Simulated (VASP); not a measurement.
# SiO2 (I-42d) in VASP: relaxation of cell and atoms with r2SCAN

Aim: the relaxation of cell and atoms of SiO2 with r2SCAN.

Everything below comes from runs of VASP 6.6.1. Logs are shortened: lines on timing, memory, paths and dates and some standing lists are left out, and cuts for length are marked.

**1. The cell of the first run**

It takes space group I-42d (No. 122, tetragonal). The conventional cell has a = 4.955 Å, b = 4.955 Å, c = 7.311 Å, α = 90.00°, β = 90.00°, γ = 90.00°. Within 2.1 Å of Si (site symmetry -4) lie 4 O at 1.61 Å. O (site symmetry 2) has 2 Si at 1.61 Å within 2.1 Å.

**2. Relaxation of cell and atoms, r2SCAN**

POSCAR reads:

```
SiO2
1.0
   -2.4772904627      2.4772904627      3.6556712422
    2.4772904627     -2.4772904627      3.6556712422
    2.4772904627      2.4772904627     -3.6556712422
Si O
2 4
Direct
    0.0000000000      0.0000000000      0.0000000000
    0.7500000000      0.2500000000      0.5000000000
    0.3750000000      0.2217861300      0.3467861300
    0.9717861300      0.6250000000      0.8467861300
    0.7782138700      0.1250000000      0.1532138700
    0.8750000000      0.0282138700      0.6532138700
```

INCAR.step1 reads:

```
SYSTEM = SiO2
  PREC = Accurate
  ENCUT = 600
  ISMEAR = 0
  SIGMA = 0.02
  LREAL = .False.
  LASPH = .True.
  NELM = 60
  GGA = PE
  ALGO = Normal
  EDIFF = 1E-4
  LWAVE = .True.
  LCHARG = .False.
```

INCAR.step2 reads:

```
SYSTEM = SiO2
  PREC = Accurate
  ENCUT = 600
  EDIFF = 1E-7
  ISMEAR = 0
  SIGMA = 0.02
  LREAL = .False.
  LASPH = .True.
  NELM = 60
  ALGO = Normal
  ISIF = 3
  LWAVE = .False.
  LCHARG = .False.
  METAGGA = R2SCAN
  LMIXTAU = .True.
  IBRION = 2
  NSW = 100
  EDIFFG = -0.005
  ISTART = 1
```

KPOINTS reads:

```
Automatic mesh
0
Gamma
  6 6 6
  0 0 0
```

Potentials or basis: VASP PAW PBE potentials, release 64 (Si, O).

Started as:

```console
> cat potpaw_PBE.64/Si/POTCAR potpaw_PBE.64/O/POTCAR > POTCAR
> cp INCAR.step1 INCAR
> mpirun -np 1 vasp_std > vasp.out
> cp INCAR.step2 INCAR
> mpirun -np 1 vasp_std > vasp.out
```

OUTCAR:

```text
SYSTEM = SiO2
   PREC = Accurate
   ENCUT = 600
   EDIFF = 1E-7
   ISMEAR = 0
   LREAL = .False.
   LASPH = .True.
   NELM = 60
   ISIF = 3
   METAGGA = R2SCAN
   IBRION = 2
   NSW = 100
   EDIFFG = -0.005
   ISTART = 1

 ion  position               nearest neighbor table
   1  0.000  0.000  0.000-   3 1.61   4 1.61   6 1.61   5 1.61   2 3.08   2 3.08   2 3.08   2 3.08

   2  0.750  0.250  0.500-   3 1.61   4 1.61   5 1.61   6 1.61   1 3.08   1 3.08   1 3.08   1 3.08

   3  0.375  0.222  0.347-   1 1.61   2 1.61
   4  0.972  0.625  0.847-   1 1.61   2 1.61
   5  0.778  0.125  0.153-   2 1.61   1 1.61
   6  0.875  0.028  0.653-   1 1.61   2 1.61

  LATTYP: Found a body centered tetragonal cell.
 ALAT       =     4.9545809254
 C/A-ratio  =     1.4756732395

  Lattice vectors:

 A1 = (  -2.4772904627,   2.4772904627,   3.6556712422)
 A2 = (   2.4772904627,  -2.4772904627,   3.6556712422)
 A3 = (   2.4772904627,   2.4772904627,  -3.6556712422)

Analysis of symmetry for initial positions (statically):
=====================================================================
 Subroutine PRICEL returns:
 Original cell was already a primitive cell.

 Routine SETGRP: Setting up the symmetry group for a
 body centered tetragonal supercell.

 Subroutine GETGRP returns: Found  8 space group operations
 (whereof  4 operations were pure point group operations)
 out of a pool of 16 trial point group operations.

The static configuration has the point symmetry S_4 .
 The point group associated with its full space group is D_2d.

Analysis of symmetry for dynamics (positions and initial velocities):
=====================================================================
 Subroutine PRICEL returns:
 Original cell was already a primitive cell.

 Routine SETGRP: Setting up the symmetry group for a
 body centered tetragonal supercell.

 Subroutine GETGRP returns: Found  8 space group operations
 (whereof  4 operations were pure point group operations)
 out of a pool of 16 trial point group operations.

The dynamic configuration has the point symmetry S_4 .
 The point group associated with its full space group is D_2d.

 Subroutine INISYM returns: Found  8 space group operations
 (whereof  4 operations are pure point group operations),
 and found     1 'primitive' translations

----------------------------------------------------------------------------------------

                                     Primitive cell

  volume of cell :      89.7390

  direct lattice vectors                    reciprocal lattice vectors
    -2.477290463  2.477290463  3.655671242     0.000000000  0.201833417  0.136773787
     2.477290463 -2.477290463  3.655671242     0.201833417  0.000000000  0.136773787
     2.477290463  2.477290463 -3.655671242     0.201833417  0.201833417  0.000000000

  length of vectors
     5.063385064  5.063385064  5.063385064     0.243810987  0.243810987  0.285435556

  position of ions in fractional coordinates (direct lattice)
     0.000000000  0.000000000  0.000000000
     0.750000000  0.250000000  0.500000000
     0.375000000  0.221786130  0.346786130
     0.971786130  0.625000000  0.846786130
     0.778213870  0.125000000  0.153213870
     0.875000000  0.028213870  0.653213870

  ion indices of the primitive-cell ions
   primitive index   ion index
                 1           1
                 2           2
                 3           3
                 4           4
                 5           5
                 6           6

----------------------------------------------------------------------------------------

 KPOINTS: Automatic mesh

Automatic generation of k-mesh.
 Grid dimensions read from file:
 generate k-points for:    6    6    6

 Generating k-lattice:

  Cartesian coordinates                     Fractional coordinates (reciprocal lattice)
     0.000000000  0.033638903  0.022795631     0.166666667  0.000000000  0.000000000
     0.033638903  0.000000000  0.022795631     0.000000000  0.166666667  0.000000000
     0.033638903  0.033638903  0.000000000     0.000000000  0.000000000  0.166666667

  Length of vectors
     0.040635164  0.040635164  0.047572593

  Shift w.r.t. Gamma in fractional coordinates (k-lattice)
     0.000000000  0.000000000  0.000000000

 Subroutine IBZKPT returns following result:
 ===========================================

 Found     30 irreducible k-points:

 Following reciprocal coordinates:
            Coordinates               Weight
  0.000000  0.000000  0.000000      1.000000
  0.166667  0.000000 -0.000000      8.000000
  0.333333  0.000000 -0.000000      8.000000
  0.500000  0.000000 -0.000000      4.000000
  0.166667  0.166667 -0.000000      8.000000
  0.333333  0.166667 -0.000000     16.000000
[... 16 lines left out ...]
 -0.333333 -0.333333  0.166667      8.000000
 -0.166667 -0.333333  0.166667      8.000000
 [... further k-points ...]
   k-points           NKPTS =     30   k-points in BZ     NKDIM =     30   number of bands    NBANDS=     20
   number of dos      NEDOS =    301   number of ions     NIONS =      6
   total plane-waves  NPLWV =  64000
   dimension x,y,z NGX =    40 NGY =   40 NGZ =   40
   dimension x,y,z NGXF=    80 NGYF=   80 NGZF=   80
   ions per type =               2   4
   NGX,Y,Z   is equivalent  to a cutoff of  13.13, 13.13, 13.13 a.u.
   NGXF,Y,Z  is equivalent  to a cutoff of  26.27, 26.27, 26.27 a.u.
 SYSTEM =  SiO2
   PREC   = accura    normal or accurate (medium, high low for compatibility)
   ISTART =      1    job   : 0-new  1-cont  2-samecut
   ICHARG =      0    charge: 1-file 2-atom 10-const
   ISPIN  =      1    spin polarized calculation?
   LNONCOLLINEAR =      F non collinear calculations
   LSORBIT =      F    spin-orbit coupling
   LASPH  =      T    aspherical Exc in radial PAW
   ENCUT  =  600.0 eV  44.10 Ry    6.64 a.u.  10.11 10.11 10.11*2*pi/ulx,y,z
   NELM   =     60;   NELMIN=  2; NELMDL=  0     # of ELM steps
   EDIFF  = 0.1E-06   stopping-criterion for ELM
   LREAL  =      F    real-space projection
   EDIFFG = -.5E-02   stopping-criterion for IOM
   NSW    =    100    number of steps for IOM
   IBRION =      2    ionic relax: 0-MD 1-quasi-New 2-CG
   NFREE  =      1    steps in history (QN), initial steepest desc. (CG)
   ISIF   =      3    stress and relaxation
   ISYM   =      2    0-nonsym 1-usesym 2-fastsym
   POTIM  = 0.5000    time-step for ionic-motion
   TEBEG  =    0.0;   TEEND  =   0.0 temperature during run
   PSTRESS=    0.0 pullay stress
   NELECT =      32.0000    total number of electrons
   NUPDOWN=      -1.0000    fix difference up-down
   EMIN   =  10.00;   EMAX   =-10.00  energy-range for DOS
   EFERMI =   0.00;   METHOD = LEGACY
   ISMEAR =     0;   SIGMA  =   0.02  broadening in eV -4-tet -1-fermi 0-gaus
   EFERMI_NEDOS =   21; number of points for ismear=-14 and -15
   IALGO  =     38    algorithm
   IMIX   =      4    mixing-type and parameters
     AMIX     =   0.40;   BMIX     =  1.00
     AMIX_MAG =   1.60;   BMIX_MAG =  1.00
  volume/ion in A,a.u.               =      14.96       100.93
  Fermi-wavevector in a.u.,A,eV,Ry     =   1.160908  2.193798 18.336674  1.347708
  Thomas-Fermi vector in A             =   2.297486
   LORBIT       =      0    0 simple, 1 ext, 2 COOP (PROOUT), +10 PAW based schemes
   METAGGA = R2SCAN    functional components
   LHFCALC =     F    Hartree Fock is set to
   AEXX    =    0.0000 exact exchange contribution
   IVDW    =     0    specifies the selected vdW correction
   LEPSILON=     F    determine dielectric tensor
   LRPA    =     F    only Hartree local field effects (RPA)
 conjugate gradient relaxation of ions
 non-spin polarized calculation
 Gauss-broadening in eV      SIGMA  =   0.02
  energy-cutoff  :      600.00
  volume of cell :       89.74
 maximum number of plane-waves:      3016
   NGX = 21   NGY = 21   NGZ = 21

 number of electron      32.0000000 magnetization

 Free energy of the ion-electron system (eV)
  ---------------------------------------------------
  ext. energy  EPLUGINS =         0.00000000
  ---------------------------------------------------
  free energy    TOTEN  =       -59.60734548 eV

  energy without entropy =      -59.60734548  energy(sigma->0) =      -59.60734548

 E-fermi :  -0.7779     XC(G=0):  -8.5917

 val. band max:       -0.8774241806   @ k =   0.0000   0.0000   0.0000
 cond. band min:       5.6682436864   @ k =   0.0000   0.0000   0.0000
 fundamental gap:      6.5456678669
 Fermi energy:        -0.7778875374

 k-point     1 :       0.0000    0.0000    0.0000
  band No.  band energies     occupation
      1     -21.0827      2.00000
      2     -19.0373      2.00000
      3     -19.0373      2.00000
      4     -18.9786      2.00000
      5     -10.1926      2.00000
      6      -6.4934      2.00000
[... 12 lines left out ...]
     19      10.8137      0.00000
     20      10.8139      0.00000

 k-point     2 :       0.1667    0.0000   -0.0000
  band No.  band energies     occupation
      1     -20.9998      2.00000
      2     -19.1578      2.00000
      3     -19.0418      2.00000
      4     -18.9986      2.00000
      5      -9.9819      2.00000
      6      -6.5608      2.00000
[... 12 lines left out ...]
     19      10.1854      0.00000
     20      10.7045      0.00000
[... 465 lines left out ...]
      3     -19.0627      2.00000
      4     -19.0467      2.00000
      5      -8.9871      2.00000
      6      -7.2122      2.00000
[... 12 lines left out ...]
     19       9.8537      0.00000
     20      10.1111      0.00000

 k-point    24 :      -0.1667   -0.3333    0.1667
  band No.  band energies     occupation
      1     -20.7918      2.00000
      2     -19.4394      2.00000
      3     -19.0530      2.00000
      4     -19.0406      2.00000
      5      -9.4559      2.00000
      6      -6.7875      2.00000
[... 12 lines left out ...]
     19      10.0184      0.00000
     20      10.4479      0.00000

 [... further k-points ...]

------------------------ aborting loop because EDIFF is reached ----------------------------------------

  FORCE on cell =-STRESS in cart. coord.  units (eV):
  Direction    XX          YY          ZZ          XY          YZ          ZX
  --------------------------------------------------------------------------------------
  -------------------------------------------------------------------------------------
  Total       -0.0253442     -0.0253442      0.0178952      0.0000000     -0.0000000      0.0000000
  in kB       -0.4524893     -0.4524893      0.3194959      0.0000000     -0.0000000      0.0000000
  external PRESSURE =      -0.1951609 kB  Pullay stress =       0.0000000 kB

 VOLUME and BASIS-vectors are now :
 -----------------------------------------------------------------------------
  energy-cutoff  :      600.00
  volume of cell :       89.74
      direct lattice vectors                 reciprocal lattice vectors
    -2.477290463  2.477290463  3.655671242     0.000000000  0.201833417  0.136773787
     2.477290463 -2.477290463  3.655671242     0.201833417  0.000000000  0.136773787
     2.477290463  2.477290463 -3.655671242     0.201833417  0.201833417  0.000000000

 POSITION                                       TOTAL-FORCE (eV/Angst)
 -----------------------------------------------------------------------------------
      0.00000      0.00000      0.00000         0.000000      0.000000      0.000000
      0.00000      2.47729      1.82784         0.000000     -0.000000      0.000000
      0.47953      1.23865      0.91392         0.003728      0.000000      0.000000
      1.23865      2.95683      2.74175         0.000000      0.003728      0.000000
     -1.23865      1.99776      2.74175         0.000000     -0.003728      0.000000
     -0.47953      3.71594      0.91392        -0.003728      0.000000      0.000000
 -----------------------------------------------------------------------------------
    total drift:                                0.000011      0.000011     -0.000001

  FREE ENERGIE OF THE ION-ELECTRON SYSTEM (eV)
  ---------------------------------------------------
  free  energy   TOTEN  =       -59.6073454767 eV

  energy  without entropy=      -59.6073454767  energy(sigma->0) =      -59.60734548

 reached required accuracy - stopping structural energy minimisation
```

Run time: 4.8 min. Hardware: 1 thread of Intel Xeon 8259CL, shared host; peak memory 0.27 GiB.

Results:

```yaml
Free_energy: -59.6073 eV
Pressure_after_relaxing: 0.0 GPa
Largest_force_after_relaxing: 0.004 eV/Å
Band_gap_on_the_k_mesh: 6.55 eV
```

Forces on the atoms (eV/Å):
```
Si   0.000  0.000  0.000
Si   0.000  0.000  0.000
O    0.004  0.000  0.000
O    0.000  0.004  0.000
O    0.000 -0.004  0.000
O   -0.004  0.000  0.000
```

Final structure:
```yaml
crystal:
  lattice:
    - [-2.47729, 2.47729, 3.65567]
    - [2.47729, -2.47729, 3.65567]
    - [2.47729, 2.47729, -3.65567]
  atoms:
    - { symbol: Si, position: [0.00000, 0.00000, 0.00000] }
    - { symbol: Si, position: [0.75000, 0.25000, 0.50000] }
    - { symbol: O, position: [0.37500, 0.22179, 0.34679] }
    - { symbol: O, position: [0.97179, 0.62500, 0.84679] }
    - { symbol: O, position: [0.77821, 0.12500, 0.15321] }
    - { symbol: O, position: [0.87500, 0.02821, 0.65321] }
```

Caveat: the relaxation stopped at its first step, so nothing moved; the PAW data sets were made with another functional, which shifts forces and pressure a little. A k mesh can miss the band edges.
